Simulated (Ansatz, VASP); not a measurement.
# Sr2SeO: VASP beside Ansatz

```
O Sr Se
1.0
     4.13159    0.00000    0.00000
     0.00000    4.13159    0.00000
     0.00000    0.00000    5.85074
O Sr Se
1 2 1
Direct
  0.00000 0.00000 0.00000
  0.00000 0.00000 0.50000
  0.50000 0.50000 0.00000
  0.50000 0.50000 0.50000
```

Alike in both runs: task single point; functional r2SCAN; k mesh 6 × 6 × 4; no spin polarisation.

|  | VASP | Ansatz |
| --- | --- | --- |
| version | VASP 6.6.1 | Ansatz 0.2.0 |
| potentials or method | VASP PAW PBE potentials, release 64 (O, Sr_sv, Se) | plane waves, PAW |
| plane-wave cutoff (eV) | 520 | 500 |
| occupations | gaussian, width 0.01 eV | fixed |
| valence electrons in the cell | 32 | 42 |

VASP gave:

```
gap on the k mesh at the Fermi level (eV) : 2.39
pressure (GPa)                            : 0.2
```

Q: Estimate Ansatz's values.

A: gap on the k mesh at the Fermi level (eV): 2.42; pressure (GPa): 0.0.

VASP's potentials were made for PBE, not for r2SCAN. VASP's potentials hold 32 valence electrons a cell and Ansatz's 42, so a difference there can come from the potentials and not from the codes.
